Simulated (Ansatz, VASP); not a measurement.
## Two plane-wave programs on Al6Ru

```
Al Ru
1.0
     3.69562   -3.24287    0.00000
     3.69562    3.24287    0.00000
     0.00000    0.00000    8.88031
Al Ru
12 2
Direct
  0.31955 0.31955 0.00000
  0.68045 0.68045 0.50000
  0.68045 0.68045 0.00000
  0.31955 0.31955 0.50000
  0.85750 0.14250 0.09865
  0.14250 0.85750 0.59865
  0.85750 0.14250 0.40135
  0.14250 0.85750 0.90135
  0.02165 0.61799 0.25000
  0.97835 0.38201 0.75000
  0.38201 0.97835 0.25000
  0.61799 0.02165 0.75000
  0.53579 0.46421 0.25000
  0.46421 0.53579 0.75000
```

Alike in both runs: functional LDA; k mesh 8 × 8 × 4; occupations gaussian, width 0.1 eV; no spin polarisation.

Ansatz relaxed the structure, and its values are those at the end. VASP's run is a single point on that final structure, the one shown.

|  | VASP | Ansatz |
| --- | --- | --- |
| version | VASP 6.6.1 | Ansatz 0.2.0 |
| potentials or method | VASP PAW LDA potentials, release 64 (Al, Ru_pv), cutoff 520 eV | scalar-relativistic, plane waves, PAW |
| valence electrons in the cell | 64 | 68 |

VASP gave:

| Item | Value |
| --- | --- |
| gap on the k mesh at the Fermi level (eV) | none |
| pressure (GPa) | 0.3 |
| rms of the force components (eV/Å) | 0.007 |

Problem. What did Ansatz give for the same quantities?

Solution. gap on the k mesh at the Fermi level (eV): none; pressure (GPa): 0.0; rms of the force components (eV/Å): 0.001.

LDA's correlation is that of Perdew and Zunger in VASP and of Perdew and Wang (1992) in Ansatz. A gap of «none» marks a metal or a gap that the smearing closes. VASP's potentials hold 64 valence electrons a cell and Ansatz's 68, so a difference there can come from the potentials and not from the codes.
